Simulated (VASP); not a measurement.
Here is a VASP 6.6.1 calculation.

INCAR

```
PREC = Accurate
ENCUT = 500
EDIFF = 1E-6
ISMEAR = -1
SIGMA = 0.05
LREAL = False
LASPH = True
NELM = 120
ALGO = Normal
ISIF = 2
LWAVE = False
LCHARG = True
GGA = PS
LELF = True
LVHAR = True
NBANDS = 16
GGA_COMPAT = False
```

KPOINTS

```
regular mesh
0
Gamma
  10 10 8
```

File POSCAR:

```
MoP
1.0
    3.1565865941      0.0000000000      0.0000000000
   -1.5782932971      2.7336841798      0.0000000000
    0.0000000000      0.0000000000      3.1479165022
Mo P
1 1
Direct
    0.0000000000      0.0000000000      0.0000000000
    0.3333333333      0.6666666667      0.5000000000
```

Potentials or basis: VASP PAW PBE potentials, release 64 (Mo_sv, P).

Launch:

```sh
$ cat potpaw_PBE.64/Mo_sv/POTCAR potpaw_PBE.64/P/POTCAR > POTCAR
$ mpirun -np 1 vasp_std > vasp.out
```

Q: What does it give for the band gap on the k mesh?

A: Zero (an odd number of electrons rules out a gap without spin polarisation).

Q: Estimate the pressure.

A: 10.3 GPa.

Stress tensor (GPa, compression positive):
```
10.31  0.00  0.00
 0.00 10.31  0.00
 0.00  0.00 10.42
```

Caveat: the cell stands under pressure; the PAW data sets were made with another functional, which shifts forces and pressure a little; an odd number of electrons without spin polarisation forces a metal; a magnetic or distorted state may lie lower.
